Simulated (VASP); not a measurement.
Here is a VASP 6.6.1 calculation.

Contents of INCAR:

```
PREC = Accurate
ENCUT = 600
EDIFF = 1E-6
ISMEAR = 0
SIGMA = 0.05
LREAL = False
LASPH = True
NELM = 60
ALGO = Normal
ISIF = 3
LWAVE = False
LCHARG = False
GGA = PS
IBRION = 2
NSW = 60
EDIFFG = -0.01
```

File KPOINTS:

```
regular mesh
0
Gamma
  8 8 5
```

Contents of POSCAR:

```
Hf
1.0
    3.1967000000      0.0000000000      0.0000000000
   -1.5983500000      2.7684234083      0.0000000000
    0.0000000000      0.0000000000      5.0578000000
Hf
2
Direct
    0.3333333333      0.6666666667      0.2500000000
    0.6666666667      0.3333333333      0.7500000000
```

Potentials or basis: VASP PAW PBE potentials, release 64 (Hf_pv).

Launch:

```sh
$ cat potpaw_PBE.64/Hf_pv/POTCAR > POTCAR
$ mpirun -np 1 vasp_std > vasp.out
```

Predict the band gap on the k mesh.

zero (band 10 reaches 6.19 eV, above the bottom of band 11 at 4.73 eV).

What does it give for the relaxed cell?

a = 3.158 Å, b = 3.158 Å, c = 4.996 Å, α = 90.00°, β = 90.00°, γ = 120.00°.

What does it give for the relaxed volume?

21.58 Å³/atom.

Predict the space group after relaxing (to 0.05 Å).

P6_3/mmc (No. 194).

Stress tensor (GPa, compression positive):
```
 0.07  0.00  0.00
 0.00  0.07  0.00
 0.00  0.00 -0.02
```

Caveat: the PAW data sets were made with another functional, which shifts forces and pressure a little; spin-orbit coupling is left out, which moves the levels of the heavy elements.
